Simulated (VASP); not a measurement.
Here is a VASP 6.6.1 calculation.

File INCAR:

```
PREC = Accurate ; ENCUT = 520
EDIFF = 1E-7 ; ISMEAR = -1
SIGMA = 0.02 ; LREAL = F
LASPH = T ; NELM = 100
ALGO = Normal ; ISIF = 2
LWAVE = F ; LCHARG = F
GGA = PE ; NBANDS = 17
```

KPOINTS

```
regular mesh
0
Gamma
  6 6 6
```

Contents of POSCAR:

```
PbS
1.0
    0.0000000000      3.3009775035      3.1088606128
    3.3009775035      0.0000000000      3.1088606128
    3.3009775035      3.3009775035      0.0000000000
Pb S
1 1
Direct
    0.0000000000      0.0000000000      0.0000000000
    0.2500000000      0.2500000000      0.2500000000
```

Potentials or basis: VASP PAW PBE potentials, release 64 (Pb_d, S).

Command:

```console
$ cat potpaw_PBE.64/Pb_d/POTCAR potpaw_PBE.64/S/POTCAR > POTCAR
$ mpirun -np 1 vasp_std > vasp.out
```

**Question.** Predict the band gap on the k mesh.

**Answer.** 0.57 eV (least direct gap 1.15 eV).

**Question.** Predict the pressure.

**Answer.** 3.2 GPa.

Stress tensor (GPa, compression positive):
```
3.25 0.00 0.00
0.00 3.25 0.00
0.00 0.00 3.04
```

Caveat: the cell differs from its parent crystal (uniaxial z strain -5.8%); the cell stands under pressure; spin-orbit coupling is left out, which moves the levels of the heavy elements. A k mesh can miss the band edges.
